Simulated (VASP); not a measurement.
# Si2Mo (I4/mmm) in VASP: a series of runs

Runs on Si2Mo. Level: PBE. Tasks: single point, relaxation of cell and atoms.

All numbers are computed with VASP 6.6.1; they aren't measurements. Logs are shortened: lines on timing, memory, paths and dates and some standing lists are left out, and cuts for length are marked.

## Step 1: The cell of the first run

The structure is tetragonal, space group I4/mmm (No. 139). Conventional cell: a = 3.284 Å, b = 3.284 Å, c = 8.008 Å, α = 90.00°, β = 90.00°, γ = 90.00°. Within 3.5 Å of Si (site symmetry 4mm) lie 9 Si at 2.63 to 3.28 Å and 5 Mo at 2.67 to 2.69 Å. Mo (site symmetry 4/mmm) has 10 Si at 2.67 to 2.69 Å and 4 Mo at 3.28 Å within 3.5 Å.

## Step 2: Single point, PBE (14.39 Å³/atom)

Contents of INCAR:

```
PREC = Accurate
ENCUT = 520
EDIFF = 1E-6
ISMEAR = 0
SIGMA = 0.1
LREAL = False
LASPH = True
NELM = 100
ALGO = Normal
ISIF = 2
LWAVE = False
LCHARG = True
GGA = PE
LELF = True
LVHAR = True
NBANDS = 18
```

Contents of KPOINTS:

```
Automatic mesh
0
Gamma
  18 18 18
```

Contents of POSCAR:

```
Si2Mo
1.0
   -1.6419119508      1.6419119508      4.0042244718
    1.6419119508     -1.6419119508      4.0042244718
    1.6419119508      1.6419119508     -4.0042244718
Si Mo
2 1
Direct
    0.3361071285      0.3361071285      0.0000000000
    0.6638928715      0.6638928715      0.0000000000
    0.0000000000      0.0000000000      0.0000000000
```

Potentials or basis: VASP PAW PBE potentials, release 64 (Si, Mo_sv).

Started as:

```
cat potpaw_PBE.64/Si/POTCAR potpaw_PBE.64/Mo_sv/POTCAR > POTCAR
mpirun -np 1 vasp_std > vasp.out
```

OUTCAR:

```text
PREC = Accurate
   ENCUT = 520
   EDIFF = 1E-6
   ISMEAR = 0
   LREAL = False
   LASPH = True
   NELM = 100
   ISIF = 2
   GGA = PE

 ion  position               nearest neighbor table
   1  0.336  0.336  0.000-   2 2.63   3 2.67   3 2.67   3 2.67   3 2.67   3 2.69   2 2.70   2 2.70
                             2 2.70   2 2.70
   2  0.664  0.664  0.000-   1 2.63   3 2.67   3 2.67   3 2.67   3 2.67   3 2.69   1 2.70   1 2.70
                             1 2.70   1 2.70
   3  0.000  0.000  0.000-   2 2.67   2 2.67   2 2.67   1 2.67   2 2.67   1 2.67   1 2.67   1 2.67
                             1 2.69   2 2.69

  LATTYP: Found a body centered tetragonal cell.
 ALAT       =     3.2838239016
 C/A-ratio  =     2.4387571269

  Lattice vectors:

 A1 = (  -1.6419119508,   1.6419119508,   4.0042244718)
 A2 = (   1.6419119508,  -1.6419119508,   4.0042244718)
 A3 = (   1.6419119508,   1.6419119508,  -4.0042244718)

Analysis of symmetry for initial positions (statically):
=====================================================================
 Subroutine PRICEL returns:
 Original cell was already a primitive cell.

 Routine SETGRP: Setting up the symmetry group for a
 body centered tetragonal supercell.

 Subroutine GETGRP returns: Found 16 space group operations
 (whereof 16 operations were pure point group operations)
 out of a pool of 16 trial point group operations.

The static configuration has the point symmetry D_4h.

Analysis of symmetry for dynamics (positions and initial velocities):
=====================================================================
 Subroutine PRICEL returns:
 Original cell was already a primitive cell.

 Routine SETGRP: Setting up the symmetry group for a
 body centered tetragonal supercell.

 Subroutine GETGRP returns: Found 16 space group operations
 (whereof 16 operations were pure point group operations)
 out of a pool of 16 trial point group operations.

The dynamic configuration has the point symmetry D_4h.

 Subroutine INISYM returns: Found 16 space group operations
 (whereof 16 operations are pure point group operations),
 and found     1 'primitive' translations

----------------------------------------------------------------------------------------

                                     Primitive cell

  volume of cell :      43.1796

  direct lattice vectors                    reciprocal lattice vectors
    -1.641911951  1.641911951  4.004224472     0.000000000  0.304523029  0.124868125
[... 88 lines left out ...]
   EDIFF  = 0.1E-05   stopping-criterion for ELM
   LREAL  =      F    real-space projection
   EDIFFG = 0.1E-04   stopping-criterion for IOM
   NSW    =      0    number of steps for IOM
   IBRION =     -1    ionic relax: 0-MD 1-quasi-New 2-CG
   NFREE  =      0    steps in history (QN), initial steepest desc. (CG)
   ISIF   =      2    stress and relaxation
   ISYM   =      2    0-nonsym 1-usesym 2-fastsym
   POTIM  = 0.5000    time-step for ionic-motion
   TEBEG  =    0.0;   TEEND  =   0.0 temperature during run
   PSTRESS=    0.0 pullay stress
   NELECT =      22.0000    total number of electrons
   NUPDOWN=      -1.0000    fix difference up-down
   EMIN   =  10.00;   EMAX   =-10.00  energy-range for DOS
   EFERMI =   0.00;   METHOD = LEGACY
   ISMEAR =     0;   SIGMA  =   0.10  broadening in eV -4-tet -1-fermi 0-gaus
   EFERMI_NEDOS =   21; number of points for ismear=-14 and -15
   IALGO  =     38    algorithm
   IMIX   =      4    mixing-type and parameters
     AMIX     =   0.40;   BMIX     =  1.00
     AMIX_MAG =   1.60;   BMIX_MAG =  1.00
  volume/ion in A,a.u.               =      14.39        97.13
  Fermi-wavevector in a.u.,A,eV,Ry     =   1.307544  2.470900 23.261494  1.709672
  Thomas-Fermi vector in A             =   2.438272
   LORBIT       =      0    0 simple, 1 ext, 2 COOP (PROOUT), +10 PAW based schemes
   GGA     = PE    functional components
   LHFCALC =     F    Hartree Fock is set to
   AEXX    =    0.0000 exact exchange contribution
   IVDW    =     0    specifies the selected vdW correction
   LEPSILON=     F    determine dielectric tensor
   LRPA    =     F    only Hartree local field effects (RPA)
 non-spin polarized calculation
 Gauss-broadening in eV      SIGMA  =   0.10
  energy-cutoff  :      520.00
  volume of cell :       43.18
 maximum number of plane-waves:      1184
   NGX = 17   NGY = 17   NGZ = 17

 number of electron      22.0000000 magnetization

 Free energy of the ion-electron system (eV)
  ---------------------------------------------------
  ext. energy  EPLUGINS =         0.00000000
  ---------------------------------------------------
  free energy    TOTEN  =       -23.18099936 eV

  energy without entropy =      -23.17977280  energy(sigma->0) =      -23.18038608

 E-fermi :  11.2088     XC(G=0): -12.0944

 val. band max:       11.2018471508   @ k =  -0.1667  -0.1667   0.1111
 cond. band min:      11.2100105622   @ k =  -0.2778  -0.2778   0.2222
 fundamental gap:      0.0081634114
 Fermi energy:        11.2088465275

 k-point     1 :       0.0000    0.0000    0.0000
  band No.  band energies     occupation
      1     -49.5916      2.00000
      2     -23.6893      2.00000
      3     -23.6606      2.00000
      4     -23.6606      2.00000
      5      -1.6400      2.00000
      6       5.2517      2.00000
[... 481 lines left out ...]
      5      -0.8276      2.00000
      6       5.1765      2.00000
[... 10 lines left out ...]
     17      16.9527      0.00000
     18      19.3595      0.00000

 [... further k-points ...]

------------------------ aborting loop because EDIFF is reached ----------------------------------------

  FORCE on cell =-STRESS in cart. coord.  units (eV):
  Direction    XX          YY          ZZ          XY          YZ          ZX
  --------------------------------------------------------------------------------------
  -------------------------------------------------------------------------------------
  Total       -2.7643493     -2.7643493     -2.7804230      0.0000000      0.0000000     -0.0000000
  in kB     -102.5711832   -102.5711832   -103.1675996      0.0000000      0.0000000     -0.0000000
  external PRESSURE =    -102.7699887 kB  Pullay stress =       0.0000000 kB

 VOLUME and BASIS-vectors are now :
 -----------------------------------------------------------------------------
  energy-cutoff  :      520.00
  volume of cell :       43.18
      direct lattice vectors                 reciprocal lattice vectors
    -1.641911951  1.641911951  4.004224472     0.000000000  0.304523029  0.124868125
     1.641911951 -1.641911951  4.004224472     0.304523029  0.000000000  0.124868125
     1.641911951  1.641911951 -4.004224472     0.304523029  0.304523029  0.000000000

 POSITION                                       TOTAL-FORCE (eV/Angst)
 -----------------------------------------------------------------------------------
      0.00000      0.00000      2.69170         0.000000      0.000000     -0.004913
      0.00000      0.00000      5.31675        -0.000000     -0.000000      0.004913
      0.00000      0.00000      0.00000        -0.000000     -0.000000      0.000000
 -----------------------------------------------------------------------------------
    total drift:                               -0.000000      0.000000     -0.000000

  FREE ENERGIE OF THE ION-ELECTRON SYSTEM (eV)
  ---------------------------------------------------
  free  energy   TOTEN  =       -23.1809993638 eV

  energy  without entropy=      -23.1797728000  energy(sigma->0) =      -23.18038608
```

stdout:

```text
POSCAR found type information on POSCAR SiMo
 POSCAR found :  2 types and       3 ions
 scaLAPACK will be used
 LDA part: xc-table for (Slater+PW92), standard interpolation
 POSCAR, INCAR and KPOINTS ok, starting setup
 FFT: planning ... GRIDC
 FFT: planning ... GRID_SOFT
 FFT: planning ... GRID
 WAVECAR not read
 entering main loop
```

Wall time 7 min (1 thread of Intel Xeon Platinum 8259CL at 2.50GHz (Skylake/Cascade Lake), shared host); peak memory 0.48 GiB.

What came out:

| Property | Result |
| --- | --- |
| Free energy | -23.1810 eV |
| Pressure | -10.3 GPa |
| Largest force | 0.005 eV/Å |
| Band gap on the k mesh | zero (bands 11 and 12 overlap by 0.87 eV) |

Forces in eV/Å, atoms in the order of the input:
```
Si   0.000  0.000 -0.005
Si   0.000  0.000  0.005
Mo   0.000  0.000  0.000
```

Levels at points of the mesh, in eV from the Fermi level:
```csv
k point,band 8,band 9,band 10,band 11,band 12,band 13,band 14,band 15
"(0.00, 0.00, 0.00)",-2.73,-2.41,-2.41,0.31,2.77,3.24,3.24,3.49
"(0.50, 0.00, 0.00)",-4.27,-2.41,-2.30,-0.42,2.01,3.00,3.55,3.99
"(0.50, 0.50, 0.00)",-5.19,-4.14,-2.75,-1.23,2.05,2.43,2.96,3.19
"(0.50, 0.50, 0.50)",-1.95,-0.51,-0.51,-0.47,-0.47,0.42,4.34,4.54
```

Caveat: the cell stands under tension.

## Step 3: Single point, PBE

This run uses another cell than the first one: it holds 6 atoms, not 3.

Contents of INCAR:

```
  PREC = Accurate
  ENCUT = 520
  EDIFF = 1E-7
  ISMEAR = 0
  SIGMA = 0.1
  LREAL = False
  LASPH = True
  NELM = 60
  ALGO = Normal
  ISIF = 2
  LWAVE = False
  LCHARG = False
  GGA = PE
  NBANDS = 31
```

Contents of KPOINTS:

```
regular mesh
0
Gamma
  12 12 6
```

Contents of POSCAR:

```
Si2Mo
1.0
    3.2168473656      0.0000000000      0.0000000000
    0.0000000000      3.2168473656      0.0000000000
    0.0000000000      0.0000000000      7.8730200058
Si Mo
4 2
Direct
    0.0000000000      0.0000000000      0.3350991394
    0.5000000000      0.5000000000      0.1649008606
    0.5000000000      0.5000000000      0.8350991394
    0.0000000000      0.0000000000      0.6649008606
    0.0000000000      0.0000000000      0.0000000000
    0.5000000000      0.5000000000      0.5000000000
```

Potentials or basis: VASP PAW PBE potentials, release 64 (Si, Mo_sv).

Started as:

```
cat potpaw_PBE.64/Si/POTCAR potpaw_PBE.64/Mo_sv/POTCAR > POTCAR
mpirun -np 1 vasp_std > vasp.out
```

Wall time 5.5 min (1 thread of AMD EPYC 7R43 (Zen 3), shared host); peak memory 0.31 GiB.

Results (log left out):

| Quantity | Value |
| --- | --- |
| Free energy | -46.5235 eV |
| Pressure | 0.2 GPa |
| Largest force | 0.008 eV/Å |
| Band gap on the k mesh | zero (bands 22 and 23 overlap by 0.84 eV) |

Forces in eV/Å, atoms in the order of the input:
```
Si   0.000  0.000  0.008
Si   0.000  0.000 -0.008
Si   0.000  0.000  0.008
Si   0.000  0.000 -0.008
Mo   0.000  0.000  0.000
Mo   0.000  0.000  0.000
```

Stress tensor (GPa, compression positive):
```
0.19 0.00 0.00
0.00 0.19 0.00
0.00 0.00 0.09
```

Levels at points of the mesh, in eV from the Fermi level:
```csv
k point,band 19,band 20,band 21,band 22,band 23,band 24,band 25,band 26
"(0.00, 0.00, 0.00)",-0.58,-0.58,-0.50,-0.50,0.34,0.48,3.05,3.23
"(0.50, 0.00, 0.00)",-2.38,-2.38,-0.70,-0.70,1.83,1.83,3.24,3.24
"(0.50, 0.50, 0.00)",-3.01,-3.01,-1.23,-1.23,2.25,2.25,2.66,2.66
"(0.00, 0.00, 0.50)",-2.06,-2.06,0.41,0.41,1.65,1.65,1.65,1.65
"(0.50, 0.00, 0.50)",-2.54,-2.54,-0.51,-0.51,2.20,2.20,3.05,3.05
"(0.50, 0.50, 0.50)",-2.07,-2.07,-2.07,-2.07,0.25,0.25,2.25,2.25
```

## Step 4: Single point, PBE

This run uses another cell than the first one, of 13.58 Å³/atom.

Contents of INCAR:

```
SYSTEM = Si2Mo
ALGO = Normal ; EDIFF = 1E-6
ENCUT = 520 ; GGA = PE
ISIF = 2 ; ISMEAR = 0
LASPH = .True. ; LCHARG = .True.
LELF = .True. ; LREAL = .False.
LVHAR = .True. ; LWAVE = .False.
NBANDS = 18 ; NELM = 80
PREC = Accurate ; SIGMA = 0.1
```

Contents of KPOINTS:

```
k-points
0
Gamma
  18 18 18
  0 0 0
```

Contents of POSCAR:

```
Si2Mo
1.0
   -1.6084236866      1.6084236866      3.9365099913
    1.6084236866     -1.6084236866      3.9365099913
    1.6084236866      1.6084236866     -3.9365099913
Si Mo
2 1
Direct
    0.3350991381      0.3350991381      0.0000000000
    0.6649008619      0.6649008619      0.0000000000
    0.0000000000      0.0000000000      0.0000000000
```

Started as:

```
cat potpaw_PBE.64/Si/POTCAR potpaw_PBE.64/Mo_sv/POTCAR > POTCAR
mpirun -np 1 vasp_std > vasp.out
```

Run time: 13 min. Hardware: 1 thread of AMD EPYC 7R43 (Zen 3), shared host; peak memory 0.43 GiB.

It converged, with:

- Free energy: -23.2623 eV
- Pressure: 0.2 GPa
- Largest force: 0.004 eV/Å
- Band gap on the k mesh: zero (bands 11 and 12 overlap by 0.94 eV)

Forces in eV/Å, atoms in the order of the input:
```
Si   0.000  0.000 -0.004
Si   0.000  0.000  0.004
Mo   0.000  0.000  0.000
```

Levels at points of the mesh, in eV from the Fermi level:
```tsv
k point	band 7	band 8	band 9	band 10	band 11	band 12	band 13	band 14	band 15	band 16
(0.00, 0.00, 0.00)	-3.42	-2.99	-2.58	-2.58	0.36	3.07	3.25	3.47	3.47	4.03
(0.50, 0.00, 0.00)	-4.89	-4.45	-2.54	-2.52	-0.49	2.21	3.07	3.97	4.17	5.47
(0.50, 0.50, 0.00)	-5.58	-5.20	-4.39	-3.00	-1.21	2.26	2.67	3.10	3.31	4.76
(0.50, 0.50, 0.50)	-3.46	-2.15	-0.57	-0.57	-0.48	-0.48	0.49	4.69	4.99	6.03
```

## Step 5: Single point, PBE

This run uses another cell than the first one, of 13.58 Å³/atom.

INCAR is that of step 4.

KPOINTS is that of step 4.

Contents of POSCAR:

```
Si2Mo
1.0
   -1.6084236828      1.6084236828      3.9365100029
    1.6084236828     -1.6084236828      3.9365100029
    1.6084236828      1.6084236828     -3.9365100029
Si Mo
2 1
Direct
    0.3350991394      0.3350991394      0.0000000000
    0.6649008606      0.6649008606      0.0000000000
    0.0000000000      0.0000000000      0.0000000000
```

Started as:

```
cat potpaw_PBE.64/Si/POTCAR potpaw_PBE.64/Mo_sv/POTCAR > POTCAR
mpirun -np 1 vasp_std > vasp.out
```

It took 14 min on 1 thread of AMD EPYC 7R43 (Zen 3), shared host; peak memory 0.43 GiB.

The run converged. Its results:

```
Free energy            : -23.2623 eV
Pressure               : 0.2 GPa
Largest force          : 0.004 eV/Å
Band gap on the k mesh : zero (bands 11 and 12 overlap by 0.94 eV)
```

Forces in eV/Å, atoms in the order of the input:
```
Si   0.000  0.000 -0.004
Si   0.000  0.000  0.004
Mo   0.000  0.000  0.000
```

Levels at points of the mesh, in eV from the Fermi level:
| k point | band 7 | band 8 | band 9 | band 10 | band 11 | band 12 | band 13 | band 14 | band 15 | band 16 |
| --- | --- | --- | --- | --- | --- | --- | --- | --- | --- | --- |
| (0.00, 0.00, 0.00) | -3.42 | -2.99 | -2.58 | -2.58 | 0.36 | 3.07 | 3.25 | 3.47 | 3.47 | 4.03 |
| (0.50, 0.00, 0.00) | -4.89 | -4.45 | -2.54 | -2.52 | -0.49 | 2.21 | 3.07 | 3.97 | 4.17 | 5.47 |
| (0.50, 0.50, 0.00) | -5.58 | -5.20 | -4.39 | -3.00 | -1.21 | 2.26 | 2.67 | 3.10 | 3.31 | 4.76 |
| (0.50, 0.50, 0.50) | -3.46 | -2.15 | -0.57 | -0.57 | -0.48 | -0.48 | 0.49 | 4.69 | 4.99 | 6.03 |

## Step 6: Relaxation of cell and atoms, PBE

This run uses another cell than the first one, of 13.42 Å³/atom.

Contents of INCAR:

```
PREC = Accurate
ENCUT = 600
EDIFF = 1E-7
ISMEAR = 0
SIGMA = 0.1
LREAL = F
LASPH = T
NELM = 100
ALGO = Normal
ISIF = 3
LWAVE = F
LCHARG = F
GGA = PE
IBRION = 2
NSW = 100
EDIFFG = -0.01
```

Contents of KPOINTS:

```
regular mesh
0
Gamma
  18 18 18
```

Contents of POSCAR:

```
Si2Mo
1.0
   -1.6000000000      1.6000000000      3.9305000000
    1.6000000000     -1.6000000000      3.9305000000
    1.6000000000      1.6000000000     -3.9305000000
Si Mo
2 1
Direct
    0.3330000000      0.3330000000      0.0000000000
    0.6670000000      0.6670000000      0.0000000000
    0.0000000000      0.0000000000      0.0000000000
```

Potentials or basis: VASP PAW PBE potentials, release 64 (Si, Mo_sv).

Started as:

```
cat potpaw_PBE.64/Si/POTCAR potpaw_PBE.64/Mo_sv/POTCAR > POTCAR
mpirun -np 1 vasp_std > vasp.out
```

Run time: 15 min. Hardware: 1 thread of AMD EPYC 9R45 (Zen 5), shared host; peak memory 0.47 GiB.

Results (log left out):

```
Free energy                           : -23.2621 eV
Relaxed volume                        : 13.59 Å³/atom
Relaxed cell                          : a = 4.548 Å, b = 4.548 Å, c = 4.548 Å, α = 138.57°, β = 138.57°, γ = 60.03°
Space group after relaxing (to 0.1 Å) : I4/mmm (No. 139)
Energy gained by relaxing             : 2.9 meV/atom
Ionic steps                           : 6
Pressure after relaxing               : 0.0 GPa
Largest force after relaxing          : 0.004 eV/Å
Band gap on the k mesh                : zero (bands 11 and 12 overlap by 0.94 eV)
```

Forces in eV/Å, atoms in the order of the input:
```
Si   0.000  0.000 -0.004
Si   0.000  0.000  0.004
Mo   0.000  0.000  0.000
```

Stress tensor (GPa, compression positive):
```
 0.05  0.00  0.00
 0.00  0.05  0.00
 0.00  0.00 -0.09
```

The path:
```csv
step,energy change (eV),largest force (eV/Å),pressure (GPa),volume (Å³)
1,0.0000,0.2793,2.36,40.25
2,-0.0018,0.0864,-3.20,41.41
3,-0.0068,0.1728,-0.71,40.87
4,-0.0085,0.0165,0.15,40.74
5,-0.0086,0.0144,0.01,40.76
6,-0.0086,0.0037,0.00,40.76
```

Final structure:
```
Si Mo
1.0
    -1.60862    1.60862    3.93787
     1.60862   -1.60862    3.93787
     1.60862    1.60862   -3.93787
Si Mo
2 1
Direct
  0.33511 0.33511 0.00000
  0.66489 0.66489 0.00000
  0.00000 0.00000 0.00000
```

Levels at points of the mesh, in eV from the Fermi level:
| k point | band 9 | band 10 | band 11 | band 12 | band 13 | band 14 |
| --- | --- | --- | --- | --- | --- | --- |
| (0.00, 0.00, 0.00) | -2.58 | -2.58 | 0.36 | 3.07 | 3.25 | 3.47 |
| (0.50, 0.00, 0.00) | -2.54 | -2.52 | -0.49 | 2.21 | 3.07 | 3.96 |
| (0.50, 0.50, 0.00) | -4.38 | -3.00 | -1.21 | 2.26 | 2.67 | 3.09 |
| (0.50, 0.50, 0.50) | -0.57 | -0.57 | -0.48 | -0.48 | 0.49 | 4.69 |

PBE usually gives volumes a little too large and moduli too small. Zero-point motion and thermal expansion aren't in these numbers.

## Step 7: Overview

| task | cell | k mesh | cutoff (eV) | gap on the mesh (eV) | pressure (GPa) |
| --- | --- | --- | --- | --- | --- |
| single point | a = 4.629 Å, angles 138.4, 138.4, 60.2°, 3 atoms, atomic positions A | 18 × 18 × 18 | 520 | none | -10.3 |
| single point | a = 3.217, b = 3.217, c = 7.873 Å, 6 atoms, atomic positions B | 12 × 12 × 6 | 520 | none | 0.2 |
| single point | a = 4.546 Å, angles 138.6, 138.6, 60.0°, 3 atoms, atomic positions A | 18 × 18 × 18 | 520 | none | 0.2 |
| relaxation of cell and atoms | relaxed from a = 4.535 Å, angles 138.7, 138.7, 59.9°, 3 atoms, atomic positions C | 18 × 18 × 18 | 600 | none | 0.0 |

Alike in all rows: level PBE; potentials or basis VASP PAW PBE potentials, release 64 (Si, Mo_sv); no spin polarisation; smearing gaussian 0.1 eV.

Caveats: the cell stands under tension (at least some runs).

Total energies depend on the potentials used, so only differences within one code and one set of settings carry meaning.
